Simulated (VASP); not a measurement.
# NaF (I4mm) in VASP: single point with LDA

Aim: the single point of NaF with LDA.

All numbers are computed with VASP 6.6.1; they aren't measurements. Logs are shortened: lines on timing, memory, paths and dates and some standing lists are left out, and cuts for length are marked.

### 1 The cell of the first run

The structure is tetragonal, space group I4mm (No. 107). The conventional cell has a = 3.286 Å, b = 3.286 Å, c = 4.647 Å, α = 90.00°, β = 90.00°, γ = 90.00°. Within 2.8 Å of Na (site symmetry 4mm) lie 6 F at 2.12 to 2.52 Å. Within 2.8 Å of F (site symmetry 4mm) lie 6 Na at 2.12 to 2.52 Å.

### 2 Single point, LDA (atom 2 (F) moved by (+0.000, -0.200) A along [1 1 0] and z)

File INCAR:

```
  PREC = Accurate
  ENCUT = 520
  EDIFF = 1E-7
  ISMEAR = 0
  SIGMA = 0.05
  LREAL = False
  LASPH = True
  NELM = 100
  ALGO = Normal
  ISIF = 2
  LWAVE = False
  LCHARG = True
  GGA = CA
  LELF = True
  LVHAR = True
  NBANDS = 14
```

File KPOINTS:

```
Automatic mesh
0
Gamma
  4 4 4
```

File POSCAR:

```
NaF
1.0
    0.0000000000      2.3233000000      2.3233000000
    2.3233000000      0.0000000000      2.3233000000
    2.3233000000      2.3233000000      0.0000000000
Na F
1 1
Direct
    0.0000000000      0.0000000000      0.0000000000
    0.4569577756      0.4569577756      0.5430422244
```

Potentials or basis: VASP PAW LDA potentials, release 64 (Na_pv, F).

Launch:

```console
$ cat potpaw_LDA.64/Na_pv/POTCAR potpaw_LDA.64/F/POTCAR > POTCAR
$ mpirun -np 1 vasp_std > vasp.out
```

OUTCAR:

```text
PREC = Accurate
   ENCUT = 520
   EDIFF = 1E-7
   ISMEAR = 0
   LREAL = False
   LASPH = True
   NELM = 100
   ISIF = 2
   GGA = CA

 ion  position               nearest neighbor table
   1  0.000  0.000  0.000-   2 2.12   2 2.33   2 2.33   2 2.33   2 2.33
   2  0.457  0.457  0.543-   1 2.12   1 2.33   1 2.33   1 2.33   1 2.33

  LATTYP: Found a face centered cubic cell.
 ALAT       =     4.6466000000

  Lattice vectors:

 A1 = (   0.0000000000,   2.3233000000,   2.3233000000)
 A2 = (   2.3233000000,   0.0000000000,   2.3233000000)
 A3 = (   2.3233000000,   2.3233000000,   0.0000000000)

Analysis of symmetry for initial positions (statically):
=====================================================================
 Subroutine PRICEL returns:
 Original cell was already a primitive cell.

 Routine SETGRP: Setting up the symmetry group for a
 face centered cubic supercell.

 Subroutine GETGRP returns: Found  8 space group operations
 (whereof  8 operations were pure point group operations)
 out of a pool of 48 trial point group operations.

The static configuration has the point symmetry C_4v.

Analysis of symmetry for dynamics (positions and initial velocities):
=====================================================================
 Subroutine PRICEL returns:
 Original cell was already a primitive cell.

 Routine SETGRP: Setting up the symmetry group for a
 face centered cubic supercell.

 Subroutine GETGRP returns: Found  8 space group operations
 (whereof  8 operations were pure point group operations)
 out of a pool of 48 trial point group operations.

The dynamic configuration has the point symmetry C_4v.

 Subroutine INISYM returns: Found  8 space group operations
 (whereof  8 operations are pure point group operations),
 and found     1 'primitive' translations

----------------------------------------------------------------------------------------

                                     Primitive cell

  volume of cell :      25.0811

  direct lattice vectors                    reciprocal lattice vectors
     0.000000000  2.323300000  2.323300000    -0.215211122  0.215211122  0.215211122
     2.323300000  0.000000000  2.323300000     0.215211122 -0.215211122  0.215211122
     2.323300000  2.323300000  0.000000000     0.215211122  0.215211122 -0.215211122

  length of vectors
     3.285642369  3.285642369  3.285642369     0.372756598  0.372756598  0.372756598

  position of ions in fractional coordinates (direct lattice)
     0.000000000  0.000000000  0.000000000
     0.456957776  0.456957776  0.543042224

  ion indices of the primitive-cell ions
   primitive index   ion index
                 1           1
                 2           2

----------------------------------------------------------------------------------------

 KPOINTS: Automatic mesh

Automatic generation of k-mesh.
 Grid dimensions read from file:
 generate k-points for:    4    4    4

 Generating k-lattice:

  Cartesian coordinates                     Fractional coordinates (reciprocal lattice)
    -0.053802781  0.053802781  0.053802781     0.250000000  0.000000000  0.000000000
     0.053802781 -0.053802781  0.053802781     0.000000000  0.250000000  0.000000000
     0.053802781  0.053802781 -0.053802781     0.000000000  0.000000000  0.250000000

  Length of vectors
     0.093189149  0.093189149  0.093189149

  Shift w.r.t. Gamma in fractional coordinates (k-lattice)
     0.000000000  0.000000000  0.000000000

 Subroutine IBZKPT returns following result:
 ===========================================

 Found     13 irreducible k-points:

 Following reciprocal coordinates:
            Coordinates               Weight
  0.000000  0.000000  0.000000      1.000000
  0.250000  0.000000  0.000000      8.000000
  0.500000  0.000000  0.000000      4.000000
  0.250000  0.250000  0.000000      2.000000
  0.000000  0.250000  0.250000      4.000000
  0.500000  0.250000  0.000000      8.000000
  0.000000  0.500000  0.250000     16.000000
 -0.250000  0.250000  0.000000      4.000000
  0.000000 -0.250000  0.250000      8.000000
  0.500000  0.500000  0.000000      1.000000
  0.000000  0.500000  0.500000      2.000000
 -0.250000  0.500000  0.250000      4.000000
  0.250000 -0.250000  0.500000      2.000000
   k-points           NKPTS =     13   k-points in BZ     NKDIM =     13   number of bands    NBANDS=     14
   number of dos      NEDOS =    301   number of ions     NIONS =      2
   total plane-waves  NPLWV =  13824
   dimension x,y,z NGX =    24 NGY =   24 NGZ =   24
   dimension x,y,z NGXF=    48 NGYF=   48 NGZF=   48
   ions per type =               1   1
   NGX,Y,Z   is equivalent  to a cutoff of  12.14, 12.14, 12.14 a.u.
   NGXF,Y,Z  is equivalent  to a cutoff of  24.29, 24.29, 24.29 a.u.
 SYSTEM =  unknown system
   PREC   = accura    normal or accurate (medium, high low for compatibility)
   ISTART =      0    job   : 0-new  1-cont  2-samecut
   ICHARG =      2    charge: 1-file 2-atom 10-const
   ISPIN  =      1    spin polarized calculation?
   LNONCOLLINEAR =      F non collinear calculations
   LSORBIT =      F    spin-orbit coupling
   LASPH  =      T    aspherical Exc in radial PAW
   ENCUT  =  520.0 eV  38.22 Ry    6.18 a.u.   6.11  6.11  6.11*2*pi/ulx,y,z
   NELM   =    100;   NELMIN=  2; NELMDL= -5     # of ELM steps
   EDIFF  = 0.1E-06   stopping-criterion for ELM
   LREAL  =      F    real-space projection
   EDIFFG = 0.1E-05   stopping-criterion for IOM
   NSW    =      0    number of steps for IOM
   IBRION =     -1    ionic relax: 0-MD 1-quasi-New 2-CG
   NFREE  =      0    steps in history (QN), initial steepest desc. (CG)
   ISIF   =      2    stress and relaxation
   ISYM   =      2    0-nonsym 1-usesym 2-fastsym
   POTIM  = 0.5000    time-step for ionic-motion
   TEBEG  =    0.0;   TEEND  =   0.0 temperature during run
   PSTRESS=    0.0 pullay stress
   NELECT =      14.0000    total number of electrons
   NUPDOWN=      -1.0000    fix difference up-down
   EMIN   =  10.00;   EMAX   =-10.00  energy-range for DOS
   EFERMI =   0.00;   METHOD = LEGACY
   ISMEAR =     0;   SIGMA  =   0.05  broadening in eV -4-tet -1-fermi 0-gaus
   EFERMI_NEDOS =   21; number of points for ismear=-14 and -15
   IALGO  =     38    algorithm
   IMIX   =      4    mixing-type and parameters
     AMIX     =   0.40;   BMIX     =  1.00
     AMIX_MAG =   1.60;   BMIX_MAG =  1.00
  volume/ion in A,a.u.               =      12.54        84.63
  Fermi-wavevector in a.u.,A,eV,Ry     =   1.347935  2.547227 24.720809  1.816928
  Thomas-Fermi vector in A             =   2.475645
   LORBIT       =      0    0 simple, 1 ext, 2 COOP (PROOUT), +10 PAW based schemes
   GGA     = CA    functional components
   LHFCALC =     F    Hartree Fock is set to
   AEXX    =    0.0000 exact exchange contribution
   IVDW    =     0    specifies the selected vdW correction
   LEPSILON=     F    determine dielectric tensor
   LRPA    =     F    only Hartree local field effects (RPA)
 non-spin polarized calculation
 Gauss-broadening in eV      SIGMA  =   0.05
  energy-cutoff  :      520.00
  volume of cell :       25.08
 maximum number of plane-waves:       692
   NGX = 13   NGY = 13   NGZ = 13

 number of electron      13.9999980 magnetization

 Free energy of the ion-electron system (eV)
  ---------------------------------------------------
  ext. energy  EPLUGINS =         0.00000000
  ---------------------------------------------------
  free energy    TOTEN  =        -9.25657798 eV

  energy without entropy =       -9.25657798  energy(sigma->0) =       -9.25657798

 E-fermi :  -2.2559     XC(G=0):  -9.8914

 val. band max:       -2.5617688938   @ k =   0.0000   0.0000   0.0000
 cond. band min:       3.3547712955   @ k =   0.0000   0.0000   0.0000
 fundamental gap:      5.9165401892
 Fermi energy:        -2.2558949583

 k-point     1 :       0.0000    0.0000    0.0000
  band No.  band energies     occupation
      1     -21.5064      2.00000
      2     -21.3043      2.00000
      3     -21.3043      2.00000
      4     -21.1007      2.00000
      5      -2.5619      2.00000
      6      -2.5618      2.00000
      7      -2.5618      2.00000
      8       3.3548      0.00000
      9      15.9763      0.00000
     10      16.0402      0.00000
     11      16.0402      0.00000
     12      18.6695      0.00000
     13      20.9579      0.00000
     14      20.9787      0.00000

 k-point     2 :       0.2500    0.0000    0.0000
  band No.  band energies     occupation
      1     -21.8999      2.00000
      2     -21.3166      2.00000
      3     -21.3113      2.00000
      4     -20.6285      2.00000
      5      -3.4869      2.00000
      6      -2.6864      2.00000
      7      -2.6834      2.00000
      8       5.2180      0.00000
      9      12.1172      0.00000
     10      16.6556      0.00000
     11      16.7039      0.00000
     12      19.7539      0.00000
     13      19.8254      0.00000
     14      21.2688      0.00000

 k-point     3 :       0.5000    0.0000    0.0000
  band No.  band energies     occupation
      1     -22.1064      2.00000
      2     -21.3222      2.00000
      3     -21.3182      2.00000
      4     -20.3473      2.00000
      5      -4.1877      2.00000
      6      -2.8079      2.00000
      7      -2.8045      2.00000
      8       7.7877      0.00000
      9       9.4424      0.00000
     10      16.9401      0.00000
     11      16.9558      0.00000
     12      19.9717      0.00000
     13      20.0943      0.00000
     14      20.5753      0.00000
[... 137 lines left out ...]
 k-point    12 :      -0.2500    0.5000    0.2500
  band No.  band energies     occupation
      1     -21.7736      2.00000
      2     -21.4060      2.00000
      3     -21.3907      2.00000
      4     -20.6002      2.00000
      5      -3.4496      2.00000
      6      -3.4312      2.00000
      7      -3.1381      2.00000
      8      10.0635      0.00000
      9      10.1986      0.00000
     10      12.2186      0.00000
     11      13.8546      0.00000
     12      20.4018      0.00000
     13      20.5464      0.00000
     14      23.9351      0.00000

 k-point    13 :       0.2500   -0.2500    0.5000
  band No.  band energies     occupation
      1     -21.7519      2.00000
      2     -21.4050      2.00000
      3     -21.4050      2.00000
      4     -20.6056      2.00000
      5      -3.4604      2.00000
      6      -3.4604      2.00000
      7      -3.1331      2.00000
      8      10.2382      0.00000
      9      10.2382      0.00000
     10      11.7380      0.00000
     11      14.3770      0.00000
     12      20.3269      0.00000
     13      20.3269      0.00000
     14      23.8677      0.00000

------------------------ aborting loop because EDIFF is reached ----------------------------------------

  FORCE on cell =-STRESS in cart. coord.  units (eV):
  Direction    XX          YY          ZZ          XY          YZ          ZX
  --------------------------------------------------------------------------------------
  -------------------------------------------------------------------------------------
  Total       -0.7705276     -0.7705276     -0.0924772      0.0000000     -0.0000000     -0.0000000
  in kB      -49.2212835    -49.2212835     -5.9074407      0.0000000     -0.0000000     -0.0000000
  external PRESSURE =     -34.7833359 kB  Pullay stress =       0.0000000 kB

 VOLUME and BASIS-vectors are now :
 -----------------------------------------------------------------------------
  energy-cutoff  :      520.00
  volume of cell :       25.08
      direct lattice vectors                 reciprocal lattice vectors
     0.000000000  2.323300000  2.323300000    -0.215211122  0.215211122  0.215211122
     2.323300000  0.000000000  2.323300000     0.215211122 -0.215211122  0.215211122
     2.323300000  2.323300000  0.000000000     0.215211122  0.215211122 -0.215211122

 POSITION                                       TOTAL-FORCE (eV/Angst)
 -----------------------------------------------------------------------------------
      0.00000      0.00000      0.00000         0.000000      0.000000     -0.483976
      2.32330      2.32330      2.12330         0.000000      0.000000      0.483976
 -----------------------------------------------------------------------------------
    total drift:                                0.000001      0.000001     -0.000717

  FREE ENERGIE OF THE ION-ELECTRON SYSTEM (eV)
  ---------------------------------------------------
  free  energy   TOTEN  =        -9.2565779836 eV

  energy  without entropy=       -9.2565779836  energy(sigma->0) =       -9.25657798
```

Run time: 2.8 s. Hardware: 1 thread of Intel Xeon 6975P-C, shared host; peak memory 0.12 GiB.

Results:

```yaml
Free_energy: -9.2566 eV
Pressure: -3.5 GPa
Largest_force: 0.484 eV/Å
Band_gap_on_the_k_mesh: 5.92 eV, direct
```

Forces on the atoms (eV/Å):
```
Na   0.000  0.000 -0.484
F    0.000  0.000  0.484
```

Levels at points of the mesh, in eV from the valence-band top:
```csv
k point,band 3,band 4,band 5,band 6,band 7,band 8,band 9,band 10,band 11,band 12
"(0.00, 0.00, 0.00)",-18.74,-18.54,0.00,0.00,0.00,5.92,18.54,18.60,18.60,21.23
"(0.50, 0.00, 0.00)",-18.76,-17.79,-1.63,-0.25,-0.24,10.35,12.00,19.50,19.52,22.53
"(0.50, 0.50, 0.00)",-18.80,-18.26,-1.28,-0.40,-0.40,12.37,12.83,13.36,19.25,19.25
"(0.00, 0.50, 0.50)",-18.80,-18.31,-1.30,-0.43,-0.40,12.71,12.93,13.02,19.15,19.50
```

Caveat: the k points lie up to 0.59 Å⁻¹ apart; the cell differs from its parent crystal (atom 2 (F) moved by (+0.000, -0.200) A along [1 1 0] and z).
